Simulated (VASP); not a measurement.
Wanted: the native input for a VASP 6.6.1 run.

```yaml
Task: single point
Functional: PBE
Potentials_or_basis: VASP PAW PBE potentials, release 64 (Nd, Hf_pv)
Cutoff: 520 eV
k_mesh: 6 × 6 × 6
Occupations: gaussian, width 0.2 eV
Spin: no spin polarisation
Dipole_correction: no
Further_INCAR_settings: ALGO = Normal; EDIFF = 1e-06; NBANDS = 19
```

The structure of NdHf lies in POSCAR:

```
NdHf
1.0
    0.0000000000      3.0956687628      3.0956687628
    3.0956687628      0.0000000000      3.0956687628
    3.0956687628      3.0956687628      0.0000000000
Nd Hf
1 1
Direct
    0.0000000000      0.0000000000      0.0000000000
    0.5000000000      0.5000000000      0.5000000000
```

These files were run (other wordings do the same):

INCAR

```
PREC = Accurate
ENCUT = 520
EDIFF = 1E-6
ISMEAR = 0
SIGMA = 0.2
LREAL = False
LASPH = True
NELM = 100
ALGO = Normal
ISIF = 2
LWAVE = False
LCHARG = True
GGA = PE
LELF = True
LVHAR = True
NBANDS = 19
```

KPOINTS

```
regular mesh
0
Gamma
  6 6 6
```

Potentials or basis: VASP PAW PBE potentials, release 64 (Nd, Hf_pv).

Launch:

```sh
$ cat potpaw_PBE.64/Nd/POTCAR potpaw_PBE.64/Hf_pv/POTCAR > POTCAR
$ mpirun -np 1 vasp_std > vasp.out
```

Results of the run:

| Quantity | Value |
| --- | --- |
| Pressure | -4.9 GPa |
| Band gap on the k mesh | zero (band 12 reaches 4.18 eV, above the bottom of band 13 at 3.14 eV) |

Caveat: spin-orbit coupling is left out, which moves the levels of the heavy elements; without U or exact exchange the open f shell lies at the Fermi level, which spoils levels, moments and volumes.

It used 190 s of CPU time on 1 thread of AMD EPYC 7R13 Processor (Zen 3), with other jobs on the host.
